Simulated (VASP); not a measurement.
Here is a VASP 6.6.1 calculation.

INCAR

```
PREC     = Accurate       # precision mode
ENCUT    = 520            # plane-wave cutoff, eV
EDIFF    = 1E-6           # SCF threshold, eV
ISMEAR   = 0              # smearing method
SIGMA    = 0.02           # smearing width, eV
LREAL    = False          # projectors in reciprocal space
LASPH    = True           # aspherical terms in the spheres
NELM     = 60             # most SCF steps
ALGO     = Normal         # electronic algorithm
ISIF     = 2              # what is computed and relaxed
LWAVE    = False          # write WAVECAR
LCHARG   = True           # write CHGCAR
LELF     = True           # ELF
LVHAR    = True         
NBANDS   = 44             # bands
```

File KPOINTS:

```
Automatic mesh
0
Gamma
  6 6 6
```

POSCAR

```
InF3
1.0
    2.4656735043      1.4235572614      4.8533273550
   -2.4656735043      1.4235572614      4.8533273550
    0.0000000000     -2.8471145229      4.8533273550
In F
2 6
Direct
    0.0000000000      0.0000000000      0.0000000000
    0.5000000000      0.5000000000      0.5000000000
    0.9213397022      0.5786602978      0.2500000000
    0.2500000000      0.9213397022      0.5786602978
    0.5786602978      0.2500000000      0.9213397022
    0.0786602978      0.4213397022      0.7500000000
    0.7500000000      0.0786602978      0.4213397022
    0.4213397022      0.7500000000      0.0786602978
```

Potentials or basis: VASP PAW LDA potentials, release 64 (In_d, F).

Run with:

```bash
$ cat potpaw_LDA.64/In_d/POTCAR potpaw_LDA.64/F/POTCAR > POTCAR
$ mpirun -np 1 vasp_std > vasp.out
```

(1) Predict the largest force.

(2) Predict the band gap on the k mesh.

Results:

(1) 0.052 eV/Å.

(2) 4.24 eV.

Caveat: spin-orbit coupling is left out, which moves the levels of the heavy elements.
